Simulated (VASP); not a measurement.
**BeTe: single point with r2SCANh**

BeTe:

```xyz
2
Lattice="0.0000 2.7700 2.7700 2.7700 0.0000 2.7700 2.7700 2.7700 0.0000" Properties=species:S:1:pos:R:3 pbc="T T T"
Be    0.0000    0.0000    0.0000
Te    4.1550    4.1550    4.1550
```

```json
{
  "Program": "VASP 6.6.1",
  "Task": "single point",
  "Functional": "r2SCANh",
  "Potentials or basis": "VASP PAW PBE potentials, release 64 (Be, Te)",
  "Cutoff": "580 eV",
  "k mesh": "4 × 4 × 4",
  "Occupations": "gaussian, width 0.01 eV",
  "Spin": "no spin polarisation",
  "Dipole correction": "no",
  "Grid for exact exchange (PRECFOCK)": "Normal",
  "Further INCAR settings": "ALGO = Normal; EDIFF = 1e-06; NBANDS = 11",
  "Share of exact exchange": "0.1"
}
```

- Pressure: 4.5 GPa
- Band gap on the k mesh: 2.69 eV (least direct gap 4.53 eV)

Levels at points of the mesh, in eV from the valence-band top:
```
           k point  band 1  band 2  band 3  band 4  band 5  band 6  band 7  band 8  band 9
(0.00, 0.00, 0.00)  -13.56    0.00    0.00    0.00    4.53    4.53    4.53    5.41    9.73
(0.50, 0.00, 0.00)  -11.93   -6.33   -1.30   -1.30    4.22    5.56    5.56    9.05   12.67
(0.50, 0.50, 0.00)  -11.32   -5.84   -3.04   -3.04    2.69    3.44   11.61   11.61   13.52
```

It took 2 min on 1 thread of Intel(R) Xeon(R) Platinum 8375C CPU @ 2.90GHz (Ice Lake) (shared host), peak memory 0.19 GiB.

Caveat: the k points lie up to 0.49 Å⁻¹ apart; the PAW data sets were made with another functional, which shifts forces and pressure a little; spin-orbit coupling is left out, which moves the levels of the heavy elements. A k mesh can miss the band edges.
